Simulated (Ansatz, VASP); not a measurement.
**BN in VASP and in Ansatz**

```xyz
4
Lattice="2.5233 0.0000 0.0000 -1.2616 2.1852 0.0000 0.0000 0.0000 4.1764" Properties=species:S:1:pos:R:3 pbc="T T T"
B     1.2616    0.7284    4.1751
B     0.0000    1.4568    2.0869
N     1.2616    0.7284    2.6115
N     0.0000    1.4568    0.5233
```

Alike in both runs: functional LDA; k mesh 9 × 9 × 6; occupations gaussian, width 0.1 eV; no spin polarisation.

Ansatz relaxed the structure, and its values are those at the end. VASP's run is a single point on that final structure, the one shown.

|  | VASP | Ansatz |
| --- | --- | --- |
| version | VASP 6.6.1 | Ansatz 0.2.0 |
| potentials or method | VASP PAW LDA potentials, release 64 (B, N), cutoff 600 eV | scalar-relativistic, plane waves, PAW |
| valence electrons in the cell | 16 | 16 |

```tsv
	VASP	Ansatz	Ansatz less VASP
gap on the k mesh at the Fermi level (eV)	4.90	4.93	+0.025
least direct gap on the mesh (eV)	8.28	8.29	+0.010
pressure (GPa)	0.6	-0.2	-0.72
```

LDA's correlation is that of Perdew and Zunger in VASP and of Perdew and Wang (1992) in Ansatz.
